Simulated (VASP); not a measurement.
# HgSe in VASP: relaxation of the atoms with PBE+D3(BJ)

Aim: the relaxation of the atoms of HgSe with PBE+D3(BJ).

Everything below comes from runs of VASP 6.6.1. Logs are shortened: lines on timing, memory, paths and dates and some standing lists are left out, and cuts for length are marked.

## (1) The cell of the first run

The cell holds a slab with vacuum, 4 atoms: a = 4.365 Å, b = 4.365 Å, c = 18.455 Å, α = 90.00°, β = 90.00°, γ = 120.00°.

## (2) Relaxation of the atoms, PBE+D3(BJ)

INCAR reads:

```
PREC     = Accurate       # precision mode
ENCUT    = 450            # plane-wave cutoff, eV
EDIFF    = 1E-7           # SCF threshold, eV
ISMEAR   = 0              # smearing method
SIGMA    = 0.1            # smearing width, eV
LREAL    = F              # projectors in reciprocal space
LASPH    = T              # aspherical terms in the spheres
NELM     = 120            # most SCF steps
ALGO     = Normal         # electronic algorithm
ISIF     = 2              # what is computed and relaxed
LWAVE    = F              # write WAVECAR
LCHARG   = F              # write CHGCAR
LDIPOL   = T            
IDIPOL   = 3            
DIPOL    = 0.5 0.5 0.500
GGA      = PE             # functional
IVDW     = 12             # dispersion correction
IBRION   = 2              # ionic algorithm
NSW      = 70             # ionic steps
EDIFFG   = -0.03          # ionic threshold
GGA_COMPAT= F            
NELMIN   = 4            
NELMDL   = -8
```

KPOINTS reads:

```
regular mesh
0
Gamma
  9 9 1
```

POSCAR reads:

```
HgSe
1.0
    4.3646756230      0.0000000000      0.0000000000
   -2.1823378115      3.7799199688      0.0000000000
    0.0000000000      0.0000000000     18.4546784038
Se Hg
2 2
Selective dynamics
Direct
    0.0000000000      0.0000000000      0.3793076122  F F F
    0.3333333333      0.6666666667      0.5724154327  T T T
    0.3333333333      0.6666666667      0.4275845673  F F F
    0.6666666667      0.3333333333      0.6206923878  T T T
```

Potentials or basis: VASP PAW PBE potentials, release 64 (Se, Hg).

Run with:

```sh
> cat potpaw_PBE.64/Se/POTCAR potpaw_PBE.64/Hg/POTCAR > POTCAR
> mpirun -np 1 vasp_std > vasp.out
```

OUTCAR:

```text
PREC = Accurate
   ENCUT = 450
   EDIFF = 1E-7
   ISMEAR = 0
   LREAL = F
   LASPH = T
   NELM = 120
   ISIF = 2
   GGA = PE
   IVDW = 12
   IBRION = 2
   NSW = 70
   EDIFFG = -0.03
   NELMIN = 4
   NELMDL = -8
 IVDW          = 12

 ion  position               nearest neighbor table
   1  0.000  0.000  0.379-   3 2.67   3 2.67   3 2.67
   2  0.333  0.667  0.572-   4 2.67   4 2.67   4 2.67   3 2.67
   3  0.333  0.667  0.428-   1 2.67   1 2.67   1 2.67   2 2.67
   4  0.667  0.333  0.621-   2 2.67   2 2.67   2 2.67

  LATTYP: Found a hexagonal cell.
 ALAT       =     4.3646756230
 C/A-ratio  =     4.2281901332

  Lattice vectors:

 A1 = (   4.3646756230,   0.0000000000,   0.0000000000)
 A2 = (  -2.1823378115,   3.7799199688,   0.0000000000)
 A3 = (   0.0000000000,   0.0000000000,  18.4546784038)

Analysis of symmetry for initial positions (statically):
=====================================================================
 Subroutine PRICEL returns:
 Original cell was already a primitive cell.

 Routine SETGRP: Setting up the symmetry group for a
 hexagonal supercell.

 Subroutine GETGRP returns: Found  6 space group operations
 (whereof  6 operations were pure point group operations)
 out of a pool of 24 trial point group operations.

The static configuration has the point symmetry C_3v.

Analysis of symmetry for dynamics (positions and initial velocities):
=====================================================================
 Subroutine PRICEL returns:
 Original cell was already a primitive cell.

 Routine SETGRP: Setting up the symmetry group for a
 hexagonal supercell.

 Subroutine GETGRP returns: Found  6 space group operations
 (whereof  6 operations were pure point group operations)
 out of a pool of 24 trial point group operations.

The dynamic configuration has the point symmetry C_3v.

Analysis of constrained symmetry for selective dynamics:
=====================================================================
 Subroutine PRICEL returns:
 Original cell was already a primitive cell.

 Routine SETGRP: Setting up the symmetry group for a
 hexagonal supercell.

 Subroutine GETGRP returns: Found  6 space group operations
 (whereof  6 operations were pure point group operations)
 out of a pool of 24 trial point group operations.

The constrained configuration has the point symmetry C_3v.

 Subroutine INISYM returns: Found  6 space group operations
 (whereof  6 operations are pure point group operations),
 and found     1 'primitive' translations

----------------------------------------------------------------------------------------

                                     Primitive cell

  volume of cell :     304.4676

  direct lattice vectors                    reciprocal lattice vectors
     4.364675623  0.000000000  0.000000000     0.229112101  0.132277933  0.000000000
    -2.182337812  3.779919969  0.000000000     0.000000000  0.264555866  0.000000000
     0.000000000  0.000000000 18.454678404     0.000000000  0.000000000  0.054186802

  length of vectors
     4.364675623  4.364675623 18.454678404     0.264555866  0.264555866  0.054186802

  position of ions in fractional coordinates (direct lattice)
     0.000000000  0.000000000  0.379307612
     0.333333333  0.666666667  0.572415433
     0.333333333  0.666666667  0.427584567
     0.666666667  0.333333333  0.620692388

  ion indices of the primitive-cell ions
   primitive index   ion index
                 1           1
                 2           2
                 3           3
                 4           4

----------------------------------------------------------------------------------------

 KPOINTS: regular mesh

Automatic generation of k-mesh.
 Grid dimensions read from file:
 generate k-points for:    9    9    1

 Generating k-lattice:

  Cartesian coordinates                     Fractional coordinates (reciprocal lattice)
     0.025456900  0.014697548  0.000000000     0.111111111  0.000000000  0.000000000
     0.000000000  0.029395096  0.000000000     0.000000000  0.111111111  0.000000000
     0.000000000  0.000000000  0.054186802     0.000000000  0.000000000  1.000000000

  Length of vectors
     0.029395096  0.029395096  0.054186802

  Shift w.r.t. Gamma in fractional coordinates (k-lattice)
     0.000000000  0.000000000  0.000000000

 Subroutine IBZKPT returns following result:
 ===========================================

 Found     12 irreducible k-points:

 Following reciprocal coordinates:
            Coordinates               Weight
  0.000000  0.000000  0.000000      1.000000
  0.111111 -0.000000  0.000000      6.000000
  0.222222 -0.000000  0.000000      6.000000
  0.333333 -0.000000  0.000000      6.000000
  0.444444 -0.000000  0.000000      6.000000
  0.111111  0.111111  0.000000      6.000000
  0.222222  0.111111  0.000000     12.000000
  0.333333  0.111111  0.000000     12.000000
  0.444444  0.111111  0.000000      6.000000
  0.222222  0.222222  0.000000      6.000000
  0.333333  0.222222  0.000000     12.000000
  0.333333  0.333333  0.000000      2.000000
   k-points           NKPTS =     12   k-points in BZ     NKDIM =     12   number of bands    NBANDS=     22
   number of dos      NEDOS =    301   number of ions     NIONS =      4
   total plane-waves  NPLWV = 115200
   dimension x,y,z NGX =    30 NGY =   30 NGZ =  128
   dimension x,y,z NGXF=    60 NGYF=   60 NGZF=  256
   ions per type =               2   2
   NGX,Y,Z   is equivalent  to a cutoff of  11.43, 11.43, 11.53 a.u.
   NGXF,Y,Z  is equivalent  to a cutoff of  22.85, 22.85, 23.06 a.u.
 SYSTEM =  unknown system
   PREC   = accura    normal or accurate (medium, high low for compatibility)
   ISTART =      0    job   : 0-new  1-cont  2-samecut
   ICHARG =      2    charge: 1-file 2-atom 10-const
   ISPIN  =      1    spin polarized calculation?
   LNONCOLLINEAR =      F non collinear calculations
   LSORBIT =      F    spin-orbit coupling
   LASPH  =      T    aspherical Exc in radial PAW
   ENCUT  =  450.0 eV  33.07 Ry    5.75 a.u.   7.55  7.55 31.92*2*pi/ulx,y,z
   NELM   =    120;   NELMIN=  4; NELMDL= -8     # of ELM steps
   EDIFF  = 0.1E-06   stopping-criterion for ELM
   LREAL  =      F    real-space projection
   EDIFFG = -.3E-01   stopping-criterion for IOM
   NSW    =     70    number of steps for IOM
   IBRION =      2    ionic relax: 0-MD 1-quasi-New 2-CG
   NFREE  =      1    steps in history (QN), initial steepest desc. (CG)
   ISIF   =      2    stress and relaxation
   ISYM   =      2    0-nonsym 1-usesym 2-fastsym
   POTIM  = 0.5000    time-step for ionic-motion
   TEBEG  =    0.0;   TEEND  =   0.0 temperature during run
   PSTRESS=    0.0 pullay stress
   NELECT =      36.0000    total number of electrons
   NUPDOWN=      -1.0000    fix difference up-down
   EMIN   =  10.00;   EMAX   =-10.00  energy-range for DOS
   EFERMI =   0.00;   METHOD = LEGACY
   ISMEAR =     0;   SIGMA  =   0.10  broadening in eV -4-tet -1-fermi 0-gaus
   EFERMI_NEDOS =   21; number of points for ismear=-14 and -15
   IALGO  =     38    algorithm
   IMIX   =      4    mixing-type and parameters
     AMIX     =   0.40;   BMIX     =  1.00
     AMIX_MAG =   1.60;   BMIX_MAG =  1.00
  volume/ion in A,a.u.               =      76.12       513.66
  Fermi-wavevector in a.u.,A,eV,Ry     =   0.803517  1.518428  8.784469  0.645640
  Thomas-Fermi vector in A             =   1.911400
   LORBIT       =      0    0 simple, 1 ext, 2 COOP (PROOUT), +10 PAW based schemes
   GGA     = PE    functional components
   LHFCALC =     F    Hartree Fock is set to
   AEXX    =    0.0000 exact exchange contribution
   IVDW    =    12    specifies the selected vdW correction
   LEPSILON=     F    determine dielectric tensor
   LRPA    =     F    only Hartree local field effects (RPA)
 conjugate gradient relaxation of ions
 non-spin polarized calculation
 Gauss-broadening in eV      SIGMA  =   0.10
  energy-cutoff  :      450.00
  volume of cell :      304.47
 maximum number of plane-waves:      6637
 NGX is ok and might be reduce to    30
   NGX = 15   NGY = 15   NGZ = 63

--------------------------------------- Ionic step        1  -------------------------------------------

 number of electron      36.0000005 magnetization

 Free energy of the ion-electron system (eV)
  ---------------------------------------------------
  ext. energy  EPLUGINS =         0.00000000
  ---------------------------------------------------
  free energy    TOTEN  =        -7.32384026 eV

  energy without entropy =       -7.32071789  energy(sigma->0) =       -7.32227908

------------------------ aborting loop because EDIFF is reached ----------------------------------------

 Edisp (eV)   -0.89190

 E8    (eV) :    -0.4030

  FORCE on cell =-STRESS in cart. coord.  units (eV):
  Direction    XX          YY          ZZ          XY          YZ          ZX
  --------------------------------------------------------------------------------------
  -------------------------------------------------------------------------------------
  Total      -0.67293    -0.67293     0.42856    -0.00000     0.00000     0.00000
  in kB      -3.54112    -3.54112     2.25519    -0.00000     0.00000     0.00000
  external pressure =       -1.61 kB  Pullay stress =        0.00 kB
[... 149 lines left out ...]
  energy  without entropy=       -8.3833993210  energy(sigma->0) =       -8.38729766

--------------------------------------- Ionic step        5  -------------------------------------------

 number of electron      36.0000009 magnetization

 dipolmoment           0.000000      0.000000     -0.201705 electrons x Angstroem

 Free energy of the ion-electron system (eV)
  ---------------------------------------------------
  ext. energy  EPLUGINS =         0.00000000
  ---------------------------------------------------
  free energy    TOTEN  =        -7.50681907 eV

  energy without entropy =       -7.49891688  energy(sigma->0) =       -7.50286798

 E-fermi :  -2.3399     XC(G=0):  -4.0140

 val. band max:       -2.3871481964   @ k =   0.1111  -0.0000   0.0000
 cond. band min:      -2.3202702588   @ k =   0.1111  -0.0000   0.0000
 fundamental gap:      0.0668779375
 Fermi energy:        -2.3398946617

 k-point     1 :       0.0000    0.0000    0.0000
  band No.  band energies     occupation
      1     -16.4780      2.00000
      2     -14.5621      2.00000
      3     -10.6062      2.00000
      4     -10.6062      2.00000
      5      -9.6640      2.00000
      6      -9.6640      2.00000
[... 289 lines left out ...]
     21       1.5664      0.00000
     22       2.7254      0.00000

------------------------ aborting loop because EDIFF is reached ----------------------------------------

 vacuum level on the upper side and lower side of the slab       (xc-potential included)        -1.080         1.063

 Edisp (eV)   -0.88508

 E8    (eV) :    -0.3997

  FORCE on cell =-STRESS in cart. coord.  units (eV):
  Direction    XX          YY          ZZ          XY          YZ          ZX
  --------------------------------------------------------------------------------------
  -------------------------------------------------------------------------------------
  Total       0.81261     0.81261    -0.48938     0.00000     0.00000     0.00000
  in kB       4.27615     4.27615    -2.57525     0.00000     0.00000     0.00000
  external pressure =        1.99 kB  Pullay stress =        0.00 kB
[... 19 lines left out ...]
  FREE ENERGIE OF THE ION-ELECTRON SYSTEM (eV)
  ---------------------------------------------------
  free  energy   TOTEN  =        -8.3919027334 eV

  energy  without entropy=       -8.3840005509  energy(sigma->0) =       -8.38795164

 reached required accuracy - stopping structural energy minimisation

 vacuum level on the upper side and lower side of the slab         1.372         3.585
```

Run time: 8.8 min. Hardware: 1 thread of Intel Xeon 8259CL, shared host; peak memory 0.38 GiB.

Results:

```
Free energy                : -8.3919 eV
Energy gained by relaxing  : 44.0 meV/atom
Ionic steps                : 5
Band gap on the k mesh     : zero (bands 18 and 19 overlap by 0.08 eV)
Dispersion energy per atom : -0.221 eV
```

The path:
| step | energy change (eV) | largest force on free atoms (eV/Å) | pressure (GPa) |
| --- | --- | --- | --- |
| 1 | 0.0000 | 1.0666 | -0.16 |
| 2 | -0.0630 | 0.8145 | -0.12 |
| 3 | -0.1650 | 0.2206 | 0.09 |
| 4 | -0.1755 | 0.0488 | 0.17 |
| 5 | -0.1762 | 0.0096 | 0.20 |

Final structure:
```cif
data_structure
_symmetry_space_group_name_H-M 'P 1'
_symmetry_Int_Tables_number 1
_cell_length_a 4.3647
_cell_length_b 4.3647
_cell_length_c 18.4547
_cell_angle_alpha 90.000
_cell_angle_beta 90.000
_cell_angle_gamma 120.000
_cell_volume 304.47
loop_
_atom_site_label
_atom_site_type_symbol
_atom_site_fract_x
_atom_site_fract_y
_atom_site_fract_z
_atom_site_occupancy
Se1 Se 0.00000 0.00000 0.37931 1
Se2 Se 0.33333 0.66667 0.58778 1
Hg1 Hg 0.33333 0.66667 0.42758 1
Hg2 Hg 0.66667 0.33333 0.61229 1
```

Caveat: spin-orbit coupling is left out, which moves the levels of the heavy elements.

The gap in the log of VASP goes by the Fermi energy; the results here count the filled bands.